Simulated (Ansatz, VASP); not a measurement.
## SiO2 in VASP and in Ansatz

```
Si O
1.0
     4.95222    0.00000    0.00000
    -2.47611    4.28875    0.00000
     0.00000    0.00000    5.41750
Si O
3 6
Direct
  0.00000 0.50000 0.33333
  0.50000 0.50000 0.66667
  0.50000 0.00000 0.00000
  0.58396 0.79198 0.83333
  0.79198 0.58396 0.50000
  0.79198 0.20802 0.16667
  0.41604 0.20802 0.83333
  0.20802 0.41604 0.50000
  0.20802 0.79198 0.16667
```

Change from the starting cell: strain -0.030 along x and y, -0.030 along z, atoms carried along.

Alike in both runs: task single point; functional PBE; k mesh 6 × 6 × 4; occupations gaussian, width 0.05 eV; no spin polarisation.

|  | VASP | Ansatz |
| --- | --- | --- |
| version | VASP 6.6.1 | Ansatz 0.2.0 |
| potentials or method | VASP PAW PBE potentials, release 64 (Si, O), cutoff 520 eV | scalar-relativistic, plane waves, PAW |
| valence electrons in the cell | 48 | 48 |

|  | VASP | Ansatz | Ansatz less VASP |
| --- | --- | --- | --- |
| gap on the k mesh at the Fermi level (eV) | 6.05 | 6.05 | +0.001 |
| least direct gap on the mesh (eV) | 6.25 | 6.25 | -0.003 |
| pressure (GPa) | 19.2 | 19.1 | -0.19 |
| traceless stress, the component that is largest in VASP (GPa) | 0.10 | 0.06 | -0.043 |
| rms of the force components (eV/Å) | 0.357 | 0.363 | +0.0062 |

Atom by atom the forces differ by 0.006 eV/Å (rms over components).
